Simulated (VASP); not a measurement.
# CuI (Marshite) in VASP: notebook

Runs on CuI (Marshite). Level: r2SCAN. Tasks: single point.

Everything below comes from runs of VASP 6.6.1. Logs are shortened: lines on timing, memory, paths and dates and some standing lists are left out, and cuts for length are marked.

**1. The cell of the first run**

The cell holds a slab with vacuum, 4 atoms: a = 4.287 Å, b = 4.287 Å, c = 16.376 Å, α = 90.00°, β = 90.00°, γ = 60.00°.

**2. Single point, r2SCAN**

File POSCAR:

```
CuI
1.0
    4.2871884143      0.0000000000      0.0000000000
    2.1435942072      3.7128140776      0.0000000000
    0.0000000000      0.0000000000     16.3755933526
Cu I
2 2
Direct
    0.3333333333      0.3333333333      0.4198393623
    0.6666666667      0.6666666667      0.6336010628
    0.0000000000      0.0000000000      0.3663989372
    0.3333333333      0.3333333333      0.5801606377
```

File INCAR.step1:

```
  PREC = Accurate
  ENCUT = 520
  ISMEAR = -1
  SIGMA = 0.1
  LREAL = False
  LASPH = True
  NELM = 80
  LDIPOL = True
  IDIPOL = 3
  DIPOL = 0.5 0.5 0.500
  NBANDS = 26
  EFIELD = 0.1
  GGA = PE
  ALGO = Normal
  EDIFF = 1E-4
  LWAVE = True
  LCHARG = False
```

File INCAR.step2:

```
  PREC = Accurate
  ENCUT = 520
  EDIFF = 1E-6
  ISMEAR = -1
  SIGMA = 0.1
  LREAL = False
  LASPH = True
  NELM = 80
  ALGO = Normal
  ISIF = 2
  LWAVE = False
  LCHARG = True
  LDIPOL = True
  IDIPOL = 3
  DIPOL = 0.5 0.5 0.500
  METAGGA = R2SCAN
  LMIXTAU = True
  LELF = True
  LVHAR = True
  LVACPOTAV = True
  NBANDS = 26
  EFIELD = 0.1
  ISTART = 1
```

File KPOINTS:

```
regular mesh
0
Gamma
  6 6 1
```

Potentials or basis: VASP PAW PBE potentials, release 64 (Cu, I).

Run with:

```sh
cat potpaw_PBE.64/Cu/POTCAR potpaw_PBE.64/I/POTCAR > POTCAR
cp INCAR.step1 INCAR
mpirun -np 1 vasp_std > vasp.out
cp INCAR.step2 INCAR
mpirun -np 1 vasp_std > vasp.out
```

OUTCAR:

```text
PREC = Accurate
   ENCUT = 520
   EDIFF = 1E-6
   ISMEAR = -1
   LREAL = False
   LASPH = True
   NELM = 80
   ISIF = 2
   METAGGA = R2SCAN
   ISTART = 1

 ion  position               nearest neighbor table
   1  0.333  0.333  0.420-   3 2.63   3 2.63   3 2.63   4 2.63
   2  0.667  0.667  0.634-   4 2.63   4 2.63   4 2.63
   3  0.000  0.000  0.366-   1 2.63   1 2.63   1 2.63
   4  0.333  0.333  0.580-   2 2.63   2 2.63   1 2.63   2 2.63

  LATTYP: Found a hexagonal cell.
 ALAT       =     4.2871884143
 C/A-ratio  =     3.8196579599

  Lattice vectors:

 A1 = (  -2.1435942072,  -3.7128140776,   0.0000000000)
 A2 = (   4.2871884143,   0.0000000000,   0.0000000000)
 A3 = (   0.0000000000,   0.0000000000,  16.3755933526)

Analysis of symmetry for initial positions (statically):
=====================================================================
 Subroutine PRICEL returns:
 Original cell was already a primitive cell.

 Routine SETGRP: Setting up the symmetry group for a
 hexagonal supercell.

 Subroutine GETGRP returns: Found  6 space group operations
 (whereof  6 operations were pure point group operations)
 out of a pool of 24 trial point group operations.

The static configuration has the point symmetry C_3v.

Analysis of symmetry for dynamics (positions and initial velocities):
=====================================================================
 An external electric field (EFIELD) may reduce the allowed symmetry operations
 Subroutine PRICEL returns:
 Original cell was already a primitive cell.

 Routine SETGRP: Setting up the symmetry group for a
 hexagonal supercell.

 Subroutine GETGRP returns: Found  6 space group operations
 (whereof  6 operations were pure point group operations)
 out of a pool of 24 trial point group operations.

The dynamic configuration has the point symmetry C_3v.

 Subroutine INISYM returns: Found  6 space group operations
 (whereof  6 operations are pure point group operations),
 and found     1 'primitive' translations

----------------------------------------------------------------------------------------

                                     Primitive cell

  volume of cell :     260.6591

  direct lattice vectors                    reciprocal lattice vectors
     4.287188414  0.000000000  0.000000000     0.233253103 -0.134668742  0.000000000
     2.143594207  3.712814078  0.000000000     0.000000000  0.269337483  0.000000000
     0.000000000  0.000000000 16.375593353     0.000000000  0.000000000  0.061066490

  length of vectors
[... 72 lines left out ...]
   IBRION =     -1    ionic relax: 0-MD 1-quasi-New 2-CG
   NFREE  =      0    steps in history (QN), initial steepest desc. (CG)
   ISIF   =      2    stress and relaxation
   ISYM   =      2    0-nonsym 1-usesym 2-fastsym
   POTIM  = 0.5000    time-step for ionic-motion
   TEBEG  =    0.0;   TEEND  =   0.0 temperature during run
   PSTRESS=    0.0 pullay stress
   NELECT =      36.0000    total number of electrons
   NUPDOWN=      -1.0000    fix difference up-down
   EMIN   =  10.00;   EMAX   =-10.00  energy-range for DOS
   EFERMI =   0.00;   METHOD = LEGACY
   ISMEAR =    -1;   SIGMA  =   0.10  broadening in eV -4-tet -1-fermi 0-gaus
   EFERMI_NEDOS =   21; number of points for ismear=-14 and -15
   IALGO  =     38    algorithm
   IMIX   =      4    mixing-type and parameters
     AMIX     =   0.40;   BMIX     =  1.00
     AMIX_MAG =   1.60;   BMIX_MAG =  1.00
  volume/ion in A,a.u.               =      65.16       439.75
  Fermi-wavevector in a.u.,A,eV,Ry     =   0.846223  1.599129  9.743037  0.716093
  Thomas-Fermi vector in A             =   1.961536
   LORBIT       =      0    0 simple, 1 ext, 2 COOP (PROOUT), +10 PAW based schemes
   METAGGA = R2SCAN    functional components
   LHFCALC =     F    Hartree Fock is set to
   AEXX    =    0.0000 exact exchange contribution
   IVDW    =     0    specifies the selected vdW correction
   LEPSILON=     F    determine dielectric tensor
   LRPA    =     F    only Hartree local field effects (RPA)
 non-spin polarized calculation
  energy-cutoff  :      520.00
  volume of cell :      260.66
 maximum number of plane-waves:      7098
   NGX = 15   NGY = 15   NGZ = 61

 number of electron      35.9999987 magnetization

 dipolmoment           0.000000      0.000000     -0.136213 electrons x Angstroem

 Free energy of the ion-electron system (eV)
  ---------------------------------------------------
  ext. energy  EPLUGINS =         0.00000000
  ---------------------------------------------------
  free energy    TOTEN  =       -70.80634490 eV

  energy without entropy =      -70.80421560  energy(sigma->0) =      -70.80528025

 E-fermi :  -0.0677     XC(G=0):  -4.6152

 val. band max:       -0.4975019997   @ k =   0.0000   0.0000   0.0000
 cond. band min:       0.2919151371   @ k =   0.0000   0.0000   0.0000
 fundamental gap:      0.7894171368
 Fermi energy:        -0.0676556386

 k-point     1 :       0.0000    0.0000    0.0000
  band No.  band energies     occupation
      1     -15.6355      2.00000
      2     -13.9353      2.00000
      3      -6.2171      2.00000
      4      -5.1581      2.00000
      5      -5.1580      2.00000
      6      -3.8701      2.00000
[... 192 lines left out ...]
     25       5.8652      0.00000
     26       6.3738      0.00000

------------------------ aborting loop because EDIFF is reached ----------------------------------------

  FORCE on cell =-STRESS in cart. coord.  units (eV):
  Direction    XX          YY          ZZ          XY          YZ          ZX
  --------------------------------------------------------------------------------------
  -------------------------------------------------------------------------------------
  Total       -1.6292144     -1.6292144     -0.8441947     -0.0000000      0.0000000     -0.0000000
  in kB      -10.0141941    -10.0141941     -5.1889608     -0.0000000      0.0000000     -0.0000000
  external PRESSURE =      -8.4057830 kB  Pullay stress =       0.0000000 kB

 VOLUME and BASIS-vectors are now :
 -----------------------------------------------------------------------------
  energy-cutoff  :      520.00
  volume of cell :      260.66
      direct lattice vectors                 reciprocal lattice vectors
     4.287188414  0.000000000  0.000000000     0.233253103 -0.134668742  0.000000000
     2.143594207  3.712814078  0.000000000     0.000000000  0.269337483  0.000000000
     0.000000000  0.000000000 16.375593353     0.000000000  0.000000000  0.061066490

 POSITION                                       TOTAL-FORCE (eV/Angst)
 -----------------------------------------------------------------------------------
      2.14359      1.23760      6.87512         0.000000      0.000000     -0.400137
      4.28719      2.47521     10.37559        -0.000000      0.000000     -0.867572
      0.00000      0.00000      6.00000        -0.000000     -0.000000      0.330438
      2.14359      1.23760      9.50047        -0.000000     -0.000000      0.937272
 -----------------------------------------------------------------------------------
    total drift:                               -0.000018     -0.000010     -0.021158

  FREE ENERGIE OF THE ION-ELECTRON SYSTEM (eV)
  ---------------------------------------------------
  free  energy   TOTEN  =       -70.8063449017 eV

  energy  without entropy=      -70.8042156003  energy(sigma->0) =      -70.80528025

 vacuum level on the upper side and lower side of the slab         2.340         5.208
```

Run time: 5.4 min. Hardware: 1 thread of Intel Xeon Platinum 8259CL at 2.50GHz (Skylake/Cascade Lake), shared host; peak memory 0.42 GiB.

Results:

```
Free energy            : -70.8063 eV
Largest force          : 0.937 eV/Å
Band gap on the k mesh : 0.79 eV, direct
```

Forces in eV/Å, atoms in the order of the input:
```
Cu   0.000  0.000 -0.400
Cu   0.000  0.000 -0.868
I    0.000  0.000  0.330
I    0.000  0.000  0.937
```

Caveat: the PAW data sets were made with another functional, which shifts forces and pressure a little; spin-orbit coupling is left out, which moves the levels of the heavy elements.

**3. Single point, r2SCAN**

POSCAR is that of step 2.

File INCAR.step1:

```
SYSTEM = CuI
  PREC = Accurate
  ENCUT = 520
  ISMEAR = -1
  SIGMA = 0.1
  LREAL = .False.
  LASPH = .True.
  NELM = 80
  LDIPOL = .True.
  IDIPOL = 3
  DIPOL = 0.5 0.5 0.500
  EFIELD = 0.05
  NBANDS = 26
  GGA = PE
  ALGO = Normal
  EDIFF = 1E-4
  LWAVE = .True.
  LCHARG = .False.
```

File INCAR.step2:

```
SYSTEM = CuI
  PREC = Accurate
  ENCUT = 520
  EDIFF = 1E-6
  ISMEAR = -1
  SIGMA = 0.1
  LREAL = .False.
  LASPH = .True.
  NELM = 80
  ALGO = Normal
  ISIF = 2
  LWAVE = .False.
  LCHARG = .False.
  LDIPOL = .True.
  IDIPOL = 3
  DIPOL = 0.5 0.5 0.500
  METAGGA = R2SCAN
  LMIXTAU = .True.
  EFIELD = 0.05
  NBANDS = 26
  ISTART = 1
```

File KPOINTS:

```
Automatic mesh
0
Gamma
  6 6 1
  0 0 0
```

Potentials or basis: VASP PAW PBE potentials, release 64 (Cu, I).

Run with:

```sh
cat potpaw_PBE.64/Cu/POTCAR potpaw_PBE.64/I/POTCAR > POTCAR
cp INCAR.step1 INCAR
mpirun -np 1 vasp_std > vasp.out
cp INCAR.step2 INCAR
mpirun -np 1 vasp_std > vasp.out
```

It took 3.9 min on 1 thread of Intel Xeon Platinum 8259CL at 2.50GHz (Skylake/Cascade Lake), shared host; peak memory 0.41 GiB.

It converged, with:

- Free energy: -70.8138 eV
- Largest force: 0.937 eV/Å
- Band gap on the k mesh: 0.81 eV, direct

Forces in eV/Å, atoms in the order of the input:
```
Cu   0.000  0.000 -0.395
Cu   0.000  0.000 -0.867
I    0.000  0.000  0.326
I    0.000  0.000  0.937
```

Levels at points of the mesh, in eV from the valence-band top:
```tsv
k point	band 15	band 16	band 17	band 18	band 19	band 20	band 21	band 22
(0.00, 0.00, 0.00)	-1.15	-1.01	0.00	0.00	0.81	2.36	2.96	4.06
(0.50, 0.00, 0.00)	-1.60	-1.54	-1.04	-0.90	1.44	2.69	3.52	4.42
```

Caveat: the PAW data sets were made with another functional, which shifts forces and pressure a little; spin-orbit coupling is left out, which moves the levels of the heavy elements.

**4. Single point, r2SCAN**

POSCAR is that of step 3.

File INCAR.step1:

```
  ALGO = Normal
  DIPOL = 0.5 0.5 0.500
  EDIFF = 1E-4
  ENCUT = 520
  GGA = PE
  IDIPOL = 3
  ISMEAR = -1
  LASPH = True
  LCHARG = False
  LDIPOL = True
  LREAL = False
  LWAVE = True
  NBANDS = 26
  NELM = 100
  PREC = Accurate
  SIGMA = 0.1
```

File INCAR.step2:

```
  ALGO = Normal
  DIPOL = 0.5 0.5 0.500
  EDIFF = 1E-7
  ENCUT = 520
  IDIPOL = 3
  ISIF = 2
  ISMEAR = -1
  ISTART = 1
  LASPH = True
  LCHARG = False
  LDIPOL = True
  LMIXTAU = True
  LREAL = False
  LWAVE = False
  METAGGA = R2SCAN
  NBANDS = 26
  NELM = 100
  PREC = Accurate
  SIGMA = 0.1
```

File KPOINTS:

```
k-points
0
Gamma
  6 6 1
```

Run with:

```sh
cat potpaw_PBE.64/Cu/POTCAR potpaw_PBE.64/I/POTCAR > POTCAR
cp INCAR.step1 INCAR
mpirun -np 1 vasp_std > vasp.out
cp INCAR.step2 INCAR
mpirun -np 1 vasp_std > vasp.out
```

Run time: 3.9 min. Hardware: 1 thread of Intel Xeon Platinum 8259CL at 2.50GHz (Skylake/Cascade Lake), shared host; peak memory 0.42 GiB.

Results (log left out):

```yaml
Free_energy: -70.8228 eV
Largest_force: 0.936 eV/Å
Band_gap_on_the_k_mesh: 0.84 eV, direct
```

Forces on the atoms (eV/Å):
```
Cu   0.000  0.000 -0.390
Cu   0.000  0.000 -0.867
I    0.000  0.000  0.321
I    0.000  0.000  0.936
```

Levels at points of the mesh, in eV from the valence-band top:
| k point | band 15 | band 16 | band 17 | band 18 | band 19 | band 20 | band 21 | band 22 |
| --- | --- | --- | --- | --- | --- | --- | --- | --- |
| (0.00, 0.00, 0.00) | -1.13 | -1.00 | 0.00 | 0.00 | 0.84 | 2.40 | 2.98 | 4.15 |
| (0.50, 0.00, 0.00) | -1.60 | -1.54 | -1.04 | -0.90 | 1.46 | 2.71 | 3.53 | 4.44 |

Caveat: the PAW data sets were made with another functional, which shifts forces and pressure a little; spin-orbit coupling is left out, which moves the levels of the heavy elements.

**5. Single point, r2SCAN**

POSCAR is that of step 4.

File INCAR.step1:

```
SYSTEM = CuI
PREC = Accurate
ENCUT = 520
ISMEAR = -1
SIGMA = 0.1
LREAL = .FALSE.
LASPH = .TRUE.
NELM = 80
LDIPOL = .TRUE.
IDIPOL = 3
DIPOL = 0.5 0.5 0.500
NBANDS = 26
EFIELD = -0.05
GGA = PE
ALGO = Normal
EDIFF = 1E-4
LWAVE = .TRUE.
LCHARG = .FALSE.
```

File INCAR.step2:

```
SYSTEM = CuI
PREC = Accurate
ENCUT = 520
EDIFF = 1E-6
ISMEAR = -1
SIGMA = 0.1
LREAL = .FALSE.
LASPH = .TRUE.
NELM = 80
ALGO = Normal
ISIF = 2
LWAVE = .FALSE.
LCHARG = .FALSE.
LDIPOL = .TRUE.
IDIPOL = 3
DIPOL = 0.5 0.5 0.500
METAGGA = R2SCAN
LMIXTAU = .TRUE.
NBANDS = 26
EFIELD = -0.05
ISTART = 1
```

File KPOINTS:

```
regular mesh
0
G
  6 6 1
  0 0 0
```

Run with:

```sh
cat potpaw_PBE.64/Cu/POTCAR potpaw_PBE.64/I/POTCAR > POTCAR
cp INCAR.step1 INCAR
mpirun -np 1 vasp_std > vasp.out
cp INCAR.step2 INCAR
mpirun -np 1 vasp_std > vasp.out
```

Run time: 4.2 min. Hardware: 1 thread of Intel Xeon Platinum 8259CL at 2.50GHz (Skylake/Cascade Lake), shared host; peak memory 0.41 GiB.

The run converged. Its results:

| Item | Value |
| --- | --- |
| Free energy | -70.8331 eV |
| Largest force | 0.935 eV/Å |
| Band gap on the k mesh | 0.87 eV, direct |

Forces in eV/Å, atoms in the order of the input:
```
Cu   0.000  0.000 -0.385
Cu   0.000  0.000 -0.865
I    0.000  0.000  0.315
I    0.000  0.000  0.935
```

Levels at points of the mesh, in eV from the valence-band top:
```tsv
k point	band 15	band 16	band 17	band 18	band 19	band 20	band 21	band 22
(0.00, 0.00, 0.00)	-1.12	-0.99	0.00	0.00	0.87	2.44	3.00	4.24
(0.50, 0.00, 0.00)	-1.59	-1.53	-1.04	-0.90	1.49	2.74	3.53	4.45
```

Caveat: the PAW data sets were made with another functional, which shifts forces and pressure a little; spin-orbit coupling is left out, which moves the levels of the heavy elements.

**6. Single point, r2SCAN**

POSCAR is that of step 5.

File INCAR.step1:

```
SYSTEM = CuI
ALGO = Normal ; DIPOL = 0.5 0.5 0.500
EDIFF = 1E-4 ; EFIELD = -0.1
ENCUT = 520 ; GGA = PE
IDIPOL = 3 ; ISMEAR = -1
LASPH = .True. ; LCHARG = .False.
LDIPOL = .True. ; LREAL = .False.
LWAVE = .True. ; NBANDS = 26
NELM = 100 ; PREC = Accurate
SIGMA = 0.1
```

File INCAR.step2:

```
SYSTEM = CuI
ALGO = Normal ; DIPOL = 0.5 0.5 0.500
EDIFF = 1E-6 ; EFIELD = -0.1
ENCUT = 520 ; IDIPOL = 3
ISIF = 2 ; ISMEAR = -1
ISTART = 1 ; LASPH = .True.
LCHARG = .False. ; LDIPOL = .True.
LMIXTAU = .True. ; LREAL = .False.
LWAVE = .False. ; METAGGA = R2SCAN
NBANDS = 26 ; NELM = 100
PREC = Accurate ; SIGMA = 0.1
```

File KPOINTS:

```
k-points
0
Gamma
  6 6 1
  0 0 0
```

Potentials or basis: VASP PAW PBE potentials, release 64 (Cu, I).

Run with:

```sh
cat potpaw_PBE.64/Cu/POTCAR potpaw_PBE.64/I/POTCAR > POTCAR
cp INCAR.step1 INCAR
mpirun -np 1 vasp_std > vasp.out
cp INCAR.step2 INCAR
mpirun -np 1 vasp_std > vasp.out
```

Wall time 4.3 min (1 thread of Intel Xeon Platinum 8259CL at 2.50GHz (Skylake/Cascade Lake), shared host); peak memory 0.41 GiB.

The run converged. Its results:

```
Free energy            : -70.8449 eV
Largest force          : 0.934 eV/Å
Band gap on the k mesh : 0.89 eV, direct
```

Forces in eV/Å, atoms in the order of the input:
```
Cu   0.000  0.000 -0.379
Cu   0.000  0.000 -0.864
I    0.000  0.000  0.309
I    0.000  0.000  0.934
```

Levels at points of the mesh, in eV from the valence-band top:
| k point | band 14 | band 15 | band 16 | band 17 | band 18 | band 19 | band 20 | band 21 | band 22 | band 23 |
| --- | --- | --- | --- | --- | --- | --- | --- | --- | --- | --- |
| (0.00, 0.00, 0.00) | -1.10 | -1.10 | -0.98 | 0.00 | 0.00 | 0.89 | 2.47 | 3.02 | 4.31 | 4.96 |
| (0.50, 0.00, 0.00) | -1.66 | -1.58 | -1.53 | -1.03 | -0.90 | 1.52 | 2.76 | 3.53 | 4.47 | 5.35 |

Caveat: the PAW data sets were made with another functional, which shifts forces and pressure a little; spin-orbit coupling is left out, which moves the levels of the heavy elements.

**7. The runs side by side**

| electric field (eV/Å) | gap on the mesh (eV) | largest force (eV/Å) |
| --- | --- | --- |
| -0.1 | 0.79 | 0.94 |
| -0.05 | 0.81 | 0.94 |
| - | 0.84 | 0.94 |
| 0.05 | 0.87 | 0.94 |
| 0.1 | 0.89 | 0.93 |

Alike in all rows: task single point; level r2SCAN; potentials or basis VASP PAW PBE potentials, release 64 (Cu, I); no spin polarisation; cell as given; k mesh 6 × 6 × 1; cutoff (eV) 520; smearing fermi-dirac 0.1 eV.

On the cell as given the gap runs from 0.79 eV (r2SCAN) to 0.89 eV (r2SCAN).

Caveats: the PAW data sets were made with another functional, which shifts forces and pressure a little; spin-orbit coupling is left out, which moves the levels of the heavy elements.

Total energies depend on the potentials used, so only differences within one code and one set of settings carry meaning.
